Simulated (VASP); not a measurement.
Ta: single point with BLYP

Crystal: Ta.

```
Ta
1.0
     2.81856    0.00000    0.00000
    -1.40928    2.44094    0.00000
     0.00000    0.00000    9.91689
Ta
4
Direct
  0.00000 0.00000 0.00000
  0.00000 0.00000 0.50000
  0.33333 0.66667 0.25000
  0.66667 0.33333 0.75000
```

This cell differs from its parent crystal: volume scaled by 0.88.

```json
{
 "Program": "VASP 6.6.1",
 "Task": "single point",
 "Functional": "BLYP",
 "Potentials or basis": "VASP PAW PBE potentials, release 64 (Ta_pv)",
 "Cutoff": "520 eV",
 "k mesh": "14 × 14 × 4",
 "Occupations": "fermi-dirac, width 0.1 eV",
 "Spin": "no spin polarisation",
 "Dipole correction": "no",
 "Further INCAR settings": "ALGO = Normal; EDIFF = 1e-06; NBANDS = 30"
}
```

| Item | Value |
| --- | --- |
| Pressure | 29.7 GPa |
| Band gap on the k mesh | zero (band 22 reaches 7.73 eV, above the bottom of band 23 at 6.44 eV) |

Stress tensor (GPa, compression positive):
```
29.90  0.00  0.00
 0.00 29.90  0.00
 0.00  0.00 29.45
```

Levels at points of the mesh, in eV from the Fermi level:
```csv
k point,band 19,band 20,band 21,band 22,band 23,band 24,band 25,band 26
"(0.00, 0.00, 0.00)",-0.62,0.37,0.37,0.49,0.49,0.61,0.85,0.85
"(0.50, 0.00, 0.00)",-2.42,-1.32,-0.25,0.51,0.69,2.25,2.69,2.74
"(0.00, 0.00, 0.50)",-0.39,-0.39,0.48,0.48,0.48,0.48,0.84,0.84
"(0.50, 0.00, 0.50)",-1.34,-1.34,0.79,0.79,1.22,1.22,1.63,1.63
```

It took 66 s on 1 thread of Intel(R) Xeon(R) 6975P-C (Granite Rapids) (shared host), peak memory 0.26 GiB.

Caveat: the PAW data sets were made with another functional, which shifts forces and pressure a little; spin-orbit coupling is left out, which moves the levels of the heavy elements.
